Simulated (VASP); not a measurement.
# BaTiO3 (Pmm2) in VASP: further runs, part 2 of 2

VASP 6.6.1. The steps go on from the part before.

**5. Single point, r2SCAN (strain -0.0100 x Voigt [1, 0, 0, 0, 0, 0])**

The input, POSCAR:

```
BaTiO3
1.0
    3.9325936316      0.0000000000      0.0000000000
    0.0000000000      3.9723167996      0.0000000000
    0.0000000000      0.0000000000      4.1123825565
Ba Ti O
1 1 3
Direct
    0.0000000000      0.0000000000      0.9926109048
    0.5000000000      0.5000000000      0.4745255192
    0.5000000000      0.5000000000      0.0315737038
    0.5000000000      0.0000000000      0.5146449361
    0.0000000000      0.5000000000      0.5146449361
```

The input, INCAR.step1:

```
PREC = Accurate
ENCUT = 520
ISMEAR = 0
SIGMA = 0.05
LREAL = False
LASPH = True
NELM = 100
NBANDS = 28
GGA = PE
ALGO = Normal
EDIFF = 1E-4
LWAVE = True
LCHARG = False
```

The input, INCAR.step2:

```
PREC = Accurate
ENCUT = 520
EDIFF = 1E-6
ISMEAR = 0
SIGMA = 0.05
LREAL = False
LASPH = True
NELM = 100
ALGO = Normal
ISIF = 2
LWAVE = False
LCHARG = False
METAGGA = R2SCAN
LMIXTAU = True
NBANDS = 28
ISTART = 1
```

The input, KPOINTS:

```
regular mesh
0
Gamma
  8 8 8
```

Potentials or basis: VASP PAW PBE potentials, release 64 (Ba_sv, Ti_sv, O).

On the command line:

```console
cat potpaw_PBE.64/Ba_sv/POTCAR potpaw_PBE.64/Ti_sv/POTCAR potpaw_PBE.64/O/POTCAR > POTCAR
cp INCAR.step1 INCAR
mpirun -np 1 vasp_std > vasp.out
cp INCAR.step2 INCAR
mpirun -np 1 vasp_std > vasp.out
```

OUTCAR:

```text
PREC = Accurate
   ENCUT = 520
   EDIFF = 1E-6
   ISMEAR = 0
   LREAL = False
   LASPH = True
   NELM = 100
   ISIF = 2
   METAGGA = R2SCAN
   ISTART = 1

 ion  position               nearest neighbor table
   1  0.000  0.000  0.993-   4 2.78   4 2.78   5 2.79   5 2.79   3 2.80   3 2.80   3 2.80   3 2.80
                             4 2.91   4 2.91   5 2.92   5 2.92   2 3.43   2 3.43   2 3.43   2 3.43
   2  0.500  0.500  0.475-   3 1.82   5 1.97   5 1.97   4 1.99   4 1.99   3 2.29   1 3.43   1 3.43
                             1 3.43   1 3.43   1 3.51   1 3.51   1 3.51   1 3.51
   3  0.500  0.500  0.032-   2 1.82   2 2.29   1 2.80   1 2.80   1 2.80   1 2.80
   4  0.500  0.000  0.515-   2 1.99   2 1.99   1 2.78   1 2.78   1 2.91   1 2.91
   5  0.000  0.500  0.515-   2 1.97   2 1.97   1 2.79   1 2.79   1 2.92   1 2.92

  LATTYP: Found a simple orthorhombic cell.
 ALAT       =     3.9325936316
 B/A-ratio  =     1.0101010101
 C/A-ratio  =     1.0457176464

  Lattice vectors:

 A1 = (   3.9325936316,   0.0000000000,   0.0000000000)
 A2 = (   0.0000000000,   3.9723167996,   0.0000000000)
 A3 = (   0.0000000000,   0.0000000000,   4.1123825565)

[... 175 lines left out ...]
  ext. energy  EPLUGINS =         0.00000000
  ---------------------------------------------------
  free energy    TOTEN  =       -74.24440135 eV

  energy without entropy =      -74.24440135  energy(sigma->0) =      -74.24440135

 E-fermi :   3.9293     XC(G=0): -11.8898

 val. band max:        3.6853321746   @ k =   0.5000   0.5000   0.5000
 cond. band min:       5.9176270084   @ k =   0.0000   0.0000   0.0000
 fundamental gap:      2.2322948338
 Fermi energy:         3.9293213198

 k-point     1 :       0.0000    0.0000    0.0000
  band No.  band energies     occupation
      1     -55.0794      2.00000
      2     -30.3524      2.00000
      3     -30.2447      2.00000
      4     -30.2371      2.00000
      5     -22.0105      2.00000
      6     -14.3420      2.00000
[... 733 lines left out ...]
     27      12.4115      0.00000
     28      13.6810      0.00000

 [... further k-points ...]
[... 5 lines left out ...]
  --------------------------------------------------------------------------------------
  -------------------------------------------------------------------------------------
  Total        2.0878884      1.2347047      1.2804598      0.0000000      0.0000000      0.0000000
  in kB       52.0716582     30.7933705     31.9344957      0.0000000      0.0000000      0.0000000
  external PRESSURE =      38.2665081 kB  Pullay stress =       0.0000000 kB

 VOLUME and BASIS-vectors are now :
 -----------------------------------------------------------------------------
  energy-cutoff  :      520.00
  volume of cell :       64.24
      direct lattice vectors                 reciprocal lattice vectors
     3.932593632  0.000000000  0.000000000     0.254285109  0.000000000  0.000000000
     0.000000000  3.972316800  0.000000000     0.000000000  0.251742258  0.000000000
     0.000000000  0.000000000  4.112382557     0.000000000  0.000000000  0.243168039

 POSITION                                       TOTAL-FORCE (eV/Angst)
 -----------------------------------------------------------------------------------
      0.00000      0.00000      4.08200         0.000000      0.000000      0.034380
      1.96630      1.98616      1.95143         0.000000      0.000000      0.177111
      1.96630      1.98616      0.12984         0.000000      0.000000     -0.201012
      1.96630      0.00000      2.11642         0.000000      0.000000     -0.033737
      0.00000      1.98616      2.11642         0.000000      0.000000      0.023258
 -----------------------------------------------------------------------------------
    total drift:                                0.000000      0.000000     -0.010656

  FREE ENERGIE OF THE ION-ELECTRON SYSTEM (eV)
  ---------------------------------------------------
  free  energy   TOTEN  =       -74.2444013532 eV

  energy  without entropy=      -74.2444013532  energy(sigma->0) =      -74.24440135
```

OUTCAR.step1:

```text
PREC = Accurate
   ENCUT = 520
   ISMEAR = 0
   LREAL = False
   LASPH = True
[... 980 lines left out ...]
      1.96630      1.98616      1.95143         0.000000      0.000000      0.146684
      1.96630      1.98616      0.12984         0.000000      0.000000     -0.248150
      1.96630      0.00000      2.11642         0.000000      0.000000      0.010343
      0.00000      1.98616      2.11642         0.000000      0.000000      0.066914
 -----------------------------------------------------------------------------------
    total drift:                                0.000000      0.000000     -0.004379

  FREE ENERGIE OF THE ION-ELECTRON SYSTEM (eV)
  ---------------------------------------------------
  free  energy   TOTEN  =       -39.9814546026 eV

  energy  without entropy=      -39.9814546026  energy(sigma->0) =      -39.98145460
```

It took 8.3 min on 1 thread of Intel Xeon Platinum 8488C (Sapphire Rapids), shared host; peak memory 0.35 GiB.

What came out:

* Free energy: -74.2444 eV
* Pressure: 3.8 GPa
* Largest force: 0.201 eV/Å
* Band gap on the k mesh: 2.23 eV, indirect (least direct gap 2.74 eV)

Forces in eV/Å, atoms in the order of the input:
```
Ba   0.000  0.000  0.034
Ti   0.000  0.000  0.177
O    0.000  0.000 -0.201
O    0.000  0.000 -0.034
O    0.000  0.000  0.023
```

Caveat: the cell differs from its parent crystal (strain -0.0100 x Voigt [1, 0, 0, 0, 0, 0]); the PAW data sets were made with another functional, which shifts forces and pressure a little; spin-orbit coupling is left out, which moves the levels of the heavy elements. A k mesh can miss the band edges.

**6. Summary**

```tsv
cell	gap on the mesh (eV)	pressure (GPa)	largest force (eV/Å)
a = 4.052, b = 3.972, c = 4.112 Å, 5 atoms	2.16	-1.4	0.12
a = 3.893, b = 3.972, c = 4.112 Å, 5 atoms	2.25	5.9	0.24
a = 3.913, b = 3.972, c = 4.112 Å, 5 atoms	2.24	4.8	0.22
a = 3.933, b = 3.972, c = 4.112 Å, 5 atoms	2.23	3.8	0.20
```

Alike in all rows: task single point; level r2SCAN; potentials or basis VASP PAW PBE potentials, release 64 (Ba_sv, Ti_sv, O); no spin polarisation; k mesh 8 × 8 × 8; cutoff (eV) 520; smearing gaussian 0.05 eV.

Caveats: the PAW data sets were made with another functional, which shifts forces and pressure a little; spin-orbit coupling is left out, which moves the levels of the heavy elements.

Absolute energies hang on the potentials; compare differences alone.
